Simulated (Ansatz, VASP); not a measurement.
Zr3O: VASP beside Ansatz

File INCAR:

```
SYSTEM = Zr3O
PREC = Accurate
ENCUT = 520
EDIFF = 1E-7
ISMEAR = 0
SIGMA = 0.15
LREAL = .FALSE.
LASPH = .TRUE.
NELM = 100
ALGO = Normal
ISIF = 2
LWAVE = .FALSE.
LCHARG = .FALSE.
GGA = PS
NBANDS = 52
```

Contents of KPOINTS:

```
regular mesh
0
G
  9 9 8
  0 0 0
```

The input POSCAR:

```
Zr3O
1.0
    5.5842861704      0.0000000000      0.0000000000
   -2.7921430852      4.8361336855      0.0000000000
    0.0000000000      0.0000000000      5.1557455174
Zr O
6 2
Direct
    0.3663331157      0.0000000000      0.0000000000
    0.3663331157      0.3663331157      0.5000000000
    0.0000000000      0.3663331157      0.0000000000
    0.6336668843      0.0000000000      0.5000000000
    0.6336668843      0.6336668843      0.0000000000
    0.0000000000      0.6336668843      0.5000000000
    0.3333333333      0.6666666667      0.2500000000
    0.6666666667      0.3333333333      0.7500000000
```

Input for Ansatz:

```yaml
crystal:
  lattice:
    - [5.5842861704, 0.0, 0.0]
    - [-2.7921430852, 4.8361336855, 0.0]
    - [0.0, 0.0, 5.1557455174]
  atoms:
    - { symbol: Zr, position: [0.3663331157, 0.0, 0.0] }
    - { symbol: Zr, position: [0.3663331157, 0.3663331157, 0.5] }
    - { symbol: Zr, position: [0.0, 0.3663331157, 0.0] }
    - { symbol: Zr, position: [0.6336668843, 0.0, 0.5] }
    - { symbol: Zr, position: [0.6336668843, 0.6336668843, 0.0] }
    - { symbol: Zr, position: [0.0, 0.6336668843, 0.5] }
    - { symbol: O, position: [0.3333333333, 0.6666666667, 0.25] }
    - { symbol: O, position: [0.6666666667, 0.3333333333, 0.75] }
basis:
  ecutwfc: 520.0
kpoints:
  mp_grid: { grid: [9, 9, 8] }
hamiltonian:
  xc: pbesol
  pseudopotentials: { kind: paw, azcp: { folder: soft_1 } }
scf:
  occupations: { method: gaussian, width: 0.15 }
output:
  forces: true
  stress: true
  eigenvalues: true
```

Alike in both runs: task single point; functional PBEsol; k mesh 9 × 9 × 8; occupations gaussian, width 0.15 eV; no spin polarisation.

|  | VASP | Ansatz |
| --- | --- | --- |
| version | VASP 6.6.1 | Ansatz 0.2.0 |
| potentials or method | VASP PAW PBE potentials, release 64 (Zr_sv, O), cutoff 520 eV | scalar-relativistic, plane waves, PAW |
| valence electrons in the cell | 84 | 84 |

|  | VASP | Ansatz | Ansatz less VASP |
| --- | --- | --- | --- |
| gap on the k mesh at the Fermi level (eV) | none | none | - |
| pressure (GPa) | 6.2 | 6.0 | -0.19 |
| traceless stress, the component that is largest in VASP (GPa) | -0.08 | -0.11 | -0.033 |
| rms of the force components (eV/Å) | 0.787 | 0.778 | -0.0085 |

VASP's potentials were made for PBE, not for PBEsol, and Ansatz warns of the same on its side. Atom by atom the forces differ by 0.008 eV/Å (rms over components). A gap of «none» marks a metal or a gap that the smearing closes.
